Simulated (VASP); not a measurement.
# As in VASP: density of states with PBE

Aim: the density of states of As with PBE.

Program: VASP 6.6.1. These are calculated values, not measurements. Logs are shortened: lines on timing, memory, paths and dates and some standing lists are left out, and cuts for length are marked.

## 1. The cell of the first run

The cell holds an amorphous packing of atoms, 4 atoms: a = 3.944 Å, b = 5.178 Å, c = 4.569 Å, α = 88.85°, β = 81.45°, γ = 90.96°.

## 2. Density of states, PBE

File POSCAR:

```
As
1.0
    3.8591050000      0.2303820000      0.7826400000
   -0.5717320000      5.0687530000      0.8893610000
   -0.1774210000     -0.7173420000      4.5090830000
As
4
Direct
    0.1703640000      0.6091240000      0.9333410000
    0.7372350000      0.6355530000      0.4796320000
    0.7319980000      0.1572410000      0.8134410000
    0.1886890000      0.0663900000      0.2855790000
```

File INCAR.step1:

```
PREC     = Accurate       # precision mode
ENCUT    = 520            # plane-wave cutoff, eV
EDIFF    = 1E-6           # SCF threshold, eV
ISMEAR   = -1             # smearing method
SIGMA    = 0.1            # smearing width, eV
LREAL    = F              # projectors in reciprocal space
LASPH    = T              # aspherical terms in the spheres
NELM     = 60             # most SCF steps
ALGO     = Normal         # electronic algorithm
ISIF     = 2              # what is computed and relaxed
LWAVE    = F              # write WAVECAR
LCHARG   = T              # write CHGCAR
GGA      = PE             # functional
NBANDS   = 18             # bands
```

File KPOINTS.step1:

```
Automatic mesh
0
Gamma
  5 4 4
  0 0.5 0
```

File INCAR.step2:

```
PREC     = Accurate       # precision mode
ENCUT    = 520            # plane-wave cutoff, eV
EDIFF    = 1E-6           # SCF threshold, eV
ISMEAR   = -5             # smearing method
SIGMA    = 0.1            # smearing width, eV
LREAL    = F              # projectors in reciprocal space
LASPH    = T              # aspherical terms in the spheres
NELM     = 60             # most SCF steps
ALGO     = Normal         # electronic algorithm
ISIF     = 2              # what is computed and relaxed
LWAVE    = F              # write WAVECAR
LCHARG   = F              # write CHGCAR
GGA      = PE             # functional
LORBIT   = 11             # projections on sites
NBANDS   = 18             # bands
NEDOS    = 1001           # points of the DOS
ICHARG   = 11             # starting density
```

File KPOINTS.step2:

```
regular mesh
0
Gamma
  8 6 6
```

Potentials or basis: VASP PAW PBE potentials, release 64 (As).

Run with:

```bash
> cat potpaw_PBE.64/As/POTCAR > POTCAR
> cp INCAR.step1 INCAR
> cp KPOINTS.step1 KPOINTS
> mpirun -np 1 vasp_std > vasp.out
> cp INCAR.step2 INCAR
> cp KPOINTS.step2 KPOINTS
> mpirun -np 1 vasp_std > vasp.out
```

OUTCAR:

```text
PREC = Accurate
   ENCUT = 520
   EDIFF = 1E-6
   ISMEAR = -5
   LREAL = F
   LASPH = T
   NELM = 60
   ISIF = 2
   GGA = PE
   LORBIT = 11
   ICHARG = 11

 ion  position               nearest neighbor table
   1  0.170  0.609  0.933-   2 2.81   2 2.81   2 2.88   4 2.90
   2  0.737  0.636  0.480-   1 2.81   1 2.81   4 2.87   1 2.88   3 2.88
   3  0.732  0.157  0.813-   4 2.83   4 2.84   2 2.88
   4  0.189  0.066  0.286-   3 2.83   3 2.84   2 2.87   1 2.90

  LATTYP: Found a triclinic cell.
 ALAT       =     6.9741813519
 B/A-ratio  =     0.7424307650
 C/A-ratio  =     0.9269687230
 COS(alpha) =     0.0039742956
 COS(beta)  =     0.5254275264
 COS(gamma) =     0.7556014670

  Lattice vectors:

 A1 = (   0.7491530000,  -4.3514110000,  -5.3984440000)
 A2 = (   0.5717320000,  -5.0687530000,  -0.8893610000)
 A3 = (  -3.6816840000,   0.4869600000,  -5.2917230000)

Analysis of symmetry for initial positions (statically):
=====================================================================
 Subroutine PRICEL returns:
 Original cell was already a primitive cell.

 Routine SETGRP: Setting up the symmetry group for a
 triclinic supercell.

 Subroutine GETGRP returns: Found  1 space group operations
 (whereof  1 operations were pure point group operations)
 out of a pool of  2 trial point group operations.

The static configuration has the point symmetry C_1 .

Analysis of symmetry for dynamics (positions and initial velocities):
=====================================================================
 Subroutine PRICEL returns:
 Original cell was already a primitive cell.

 Routine SETGRP: Setting up the symmetry group for a
 triclinic supercell.

 Subroutine GETGRP returns: Found  1 space group operations
 (whereof  1 operations were pure point group operations)
 out of a pool of  2 trial point group operations.

The dynamic configuration has the point symmetry C_1 .

 Subroutine INISYM returns: Found  1 space group operations
 (whereof  1 operations are pure point group operations),
 and found     1 'primitive' translations

----------------------------------------------------------------------------------------

                                     Primitive cell

  volume of cell :      92.2459

  direct lattice vectors                    reciprocal lattice vectors
     3.859105000  0.230382000  0.782640000     0.254682379  0.026236351  0.014195001
    -0.571732000  5.068753000  0.889361000    -0.017347461  0.190142678  0.029566882
    -0.177421000 -0.717342000  4.509083000    -0.040783561 -0.042057132  0.213479058

  length of vectors
     3.944400162  5.177846796  4.569232677     0.256423396  0.193208108  0.221371655

  position of ions in fractional coordinates (direct lattice)
     0.170364000  0.609124000  0.933341000
     0.737235000  0.635553000  0.479632000
     0.731998000  0.157241000  0.813441000
     0.188689000  0.066390000  0.285579000

  ion indices of the primitive-cell ions
   primitive index   ion index
                 1           1
                 2           2
                 3           3
                 4           4

----------------------------------------------------------------------------------------

 KPOINTS: regular mesh

Automatic generation of k-mesh.
 Grid dimensions read from file:
 generate k-points for:    8    6    6

 Generating k-lattice:

  Cartesian coordinates                     Fractional coordinates (reciprocal lattice)
     0.031835297  0.003279544  0.001774375     0.125000000 -0.000000000  0.000000000
    -0.002891244  0.031690446  0.004927814    -0.000000000  0.166666667  0.000000000
    -0.006797260 -0.007009522  0.035579843    -0.000000000 -0.000000000  0.166666667

  Length of vectors
     0.032052925  0.032201351  0.036895276

  Shift w.r.t. Gamma in fractional coordinates (k-lattice)
     0.000000000  0.000000000  0.000000000

 TETIRR: Found    864 inequivalent tetrahedra from     1728

 Subroutine IBZKPT returns following result:
 ===========================================

 Found    148 irreducible k-points:

 Following reciprocal coordinates:
            Coordinates               Weight
  0.000000  0.000000  0.000000      1.000000
  0.125000 -0.000000  0.000000      2.000000
  0.250000 -0.000000  0.000000      2.000000
  0.375000 -0.000000  0.000000      2.000000
  0.500000 -0.000000  0.000000      1.000000
  0.000000  0.166667  0.000000      2.000000
[... 16 lines left out ...]
  0.125000  0.500000  0.000000      2.000000
  0.250000  0.500000  0.000000      2.000000
 [... further k-points ...]
   k-points           NKPTS =    148   k-points in BZ     NKDIM =    148   number of bands    NBANDS=     18
   number of dos      NEDOS =   1001   number of ions     NIONS =      4
   total plane-waves  NPLWV =  43200
   dimension x,y,z NGX =    30 NGY =   40 NGZ =   36
   dimension x,y,z NGXF=    60 NGYF=   80 NGZF=   72
   ions per type =               4
   NGX,Y,Z   is equivalent  to a cutoff of  12.64, 12.84, 13.10 a.u.
   NGXF,Y,Z  is equivalent  to a cutoff of  25.29, 25.69, 26.20 a.u.
 SYSTEM =  unknown system
   PREC   = accura    normal or accurate (medium, high low for compatibility)
   ISTART =      0    job   : 0-new  1-cont  2-samecut
   ICHARG =     11    charge: 1-file 2-atom 10-const
   ISPIN  =      1    spin polarized calculation?
   LNONCOLLINEAR =      F non collinear calculations
   LSORBIT =      F    spin-orbit coupling
   LASPH  =      T    aspherical Exc in radial PAW
   ENCUT  =  520.0 eV  38.22 Ry    6.18 a.u.   7.33  9.63  8.50*2*pi/ulx,y,z
   NELM   =     60;   NELMIN=  2; NELMDL=  0     # of ELM steps
   EDIFF  = 0.1E-05   stopping-criterion for ELM
   LREAL  =      F    real-space projection
   EDIFFG = 0.1E-04   stopping-criterion for IOM
   NSW    =      0    number of steps for IOM
   IBRION =     -1    ionic relax: 0-MD 1-quasi-New 2-CG
   NFREE  =      0    steps in history (QN), initial steepest desc. (CG)
   ISIF   =      2    stress and relaxation
   ISYM   =      2    0-nonsym 1-usesym 2-fastsym
   POTIM  = 0.5000    time-step for ionic-motion
   TEBEG  =    0.0;   TEEND  =   0.0 temperature during run
   PSTRESS=    0.0 pullay stress
   NELECT =      20.0000    total number of electrons
   NUPDOWN=      -1.0000    fix difference up-down
   EMIN   =  10.00;   EMAX   =-10.00  energy-range for DOS
   EFERMI =   0.00;   METHOD = LEGACY
   ISMEAR =    -5;   SIGMA  =   0.10  broadening in eV -4-tet -1-fermi 0-gaus
   EFERMI_NEDOS =   21; number of points for ismear=-14 and -15
   IALGO  =     38    algorithm
   IMIX   =      4    mixing-type and parameters
     AMIX     =   0.40;   BMIX     =  1.00
     AMIX_MAG =   1.60;   BMIX_MAG =  1.00
  volume/ion in A,a.u.               =      23.06       155.63
  Fermi-wavevector in a.u.,A,eV,Ry     =   0.983488  1.858523 13.160222  0.967249
  Thomas-Fermi vector in A             =   2.114650
   LORBIT       =     11    0 simple, 1 ext, 2 COOP (PROOUT), +10 PAW based schemes
   GGA     = PE    functional components
   LHFCALC =     F    Hartree Fock is set to
   AEXX    =    0.0000 exact exchange contribution
   IVDW    =     0    specifies the selected vdW correction
   LEPSILON=     F    determine dielectric tensor
   LRPA    =     F    only Hartree local field effects (RPA)
 non-spin polarized calculation
 Fermi weights with tetrahedron method with Bloechl corrections
  energy-cutoff  :      520.00
  volume of cell :       92.25
 maximum number of plane-waves:      2504
 NGX is ok and might be reduce to    30

 number of electron      19.9999999 magnetization

 Free energy of the ion-electron system (eV)
  ---------------------------------------------------
  ext. energy  EPLUGINS =         0.00000000
  ---------------------------------------------------
  free energy    TOTEN  =       -16.72814964 eV

  energy without entropy =      -16.72814964  energy(sigma->0) =      -16.72814964

 E-fermi :   4.5110     XC(G=0):  -9.8358

 val. band max:        4.8837397027   @ k =   0.5000   0.5000   0.3333
 cond. band min:       4.3203634666   @ k =   0.5000   0.1667   0.0000
 fundamental gap:     -0.5633762361
 Fermi energy:         4.5110105938

 k-point     1 :       0.0000    0.0000    0.0000
  band No.  band energies     occupation
      1      -9.3643      2.00000
      2      -5.9216      2.00000
      3      -4.2850      2.00000
      4      -3.8331      2.00000
      5      -0.5853      2.00000
      6       0.5211      2.00000
[... 10 lines left out ...]
     17      10.0714      0.00000
     18      10.9030      0.00000

 k-point     2 :       0.1250   -0.0000    0.0000
  band No.  band energies     occupation
      1      -9.2372      2.00000
      2      -5.8292      2.00000
      3      -4.4465      2.00000
      4      -4.0086      2.00000
      5      -0.5605      2.00000
      6       0.3157      2.00000
[... 10 lines left out ...]
     17      10.0555      0.00000
     18      11.0288      0.00000

 k-point     3 :       0.2500   -0.0000    0.0000
  band No.  band energies     occupation
      1      -8.8640      2.00000
      2      -5.5745      2.00000
      3      -5.1637      2.00000
      4      -4.1772      2.00000
      5      -0.4278      2.00000
      6       0.5750      2.00000
[... 412 lines left out ...]
 k-point    23 :       0.1250    0.5000    0.0000
  band No.  band energies     occupation
      1      -8.2243      2.00000
      2      -7.8957      2.00000
      3      -3.9768      2.00000
      4      -3.7819      2.00000
      5       0.3794      2.00000
      6       0.5872      2.00000
[... 10 lines left out ...]
     17      10.8528      0.00000
     18      11.2847      0.00000

 k-point    24 :       0.2500    0.5000    0.0000
  band No.  band energies     occupation
      1      -7.8804      2.00000
      2      -7.5359      2.00000
      3      -4.5854      2.00000
      4      -4.3494      2.00000
      5       0.7525      2.00000
      6       0.9707      2.00000
[... 10 lines left out ...]
     17      11.3920      0.00000
     18      11.8375      0.00000

 [... further k-points ...]

------------------------ aborting loop because EDIFF is reached ----------------------------------------

  FORCE on cell =-STRESS in cart. coord.  units (eV):
  Direction    XX          YY          ZZ          XY          YZ          ZX
  --------------------------------------------------------------------------------------
  -------------------------------------------------------------------------------------
  Total       -2.6372532     -2.4884123     -5.0031740      0.0774548      0.5212246     -1.1104871
  in kB      -45.8052607    -43.2201105    -86.8978718      1.3452782      9.0529141    -19.2875501
  external PRESSURE =     -58.6410810 kB  Pullay stress =       0.0000000 kB

 VOLUME and BASIS-vectors are now :
 -----------------------------------------------------------------------------
  energy-cutoff  :      520.00
  volume of cell :       92.25
      direct lattice vectors                 reciprocal lattice vectors
     3.859105000  0.230382000  0.782640000     0.254682379  0.026236351  0.014195001
    -0.571732000  5.068753000  0.889361000    -0.017347461  0.190142678  0.029566882
    -0.177421000 -0.717342000  4.509083000    -0.040783561 -0.042057132  0.213479058

 POSITION                                       TOTAL-FORCE (eV/Angst)
 -----------------------------------------------------------------------------------
      0.14360      2.45722      4.88358        -0.325180     -0.135100     -0.076531
      2.39660      3.04725      3.30493         0.024176     -0.040664      0.820194
      2.59064      0.38214      4.38061         0.342182      0.149220      0.109681
      0.63955      0.17513      1.49442        -0.041179      0.026544     -0.853343
 -----------------------------------------------------------------------------------
    total drift:                               -0.000082      0.002984     -0.000276

  FREE ENERGIE OF THE ION-ELECTRON SYSTEM (eV)
  ---------------------------------------------------
  free  energy   TOTEN  =       -16.7281496397 eV

  energy  without entropy=      -16.7281496397  energy(sigma->0) =      -16.72814964

 total charge

# of ion       s       p       d       tot
------------------------------------------
    1        1.344   1.199   0.035   2.578
    2        1.337   1.211   0.036   2.584
    3        1.342   1.192   0.033   2.568
    4        1.336   1.209   0.033   2.577
--------------------------------------------------
tot          5.359   4.811   0.137  10.307
```

Run time: 1.8 min. Hardware: 1 thread of AMD EPYC 7R13 (Zen 3), shared host; peak memory 0.28 GiB.

What came out:

* Valence electrons inside the program's atomic spheres: As 2.58, 2.57

Caveat: tetrahedron occupations give inexact forces and stress in metals.
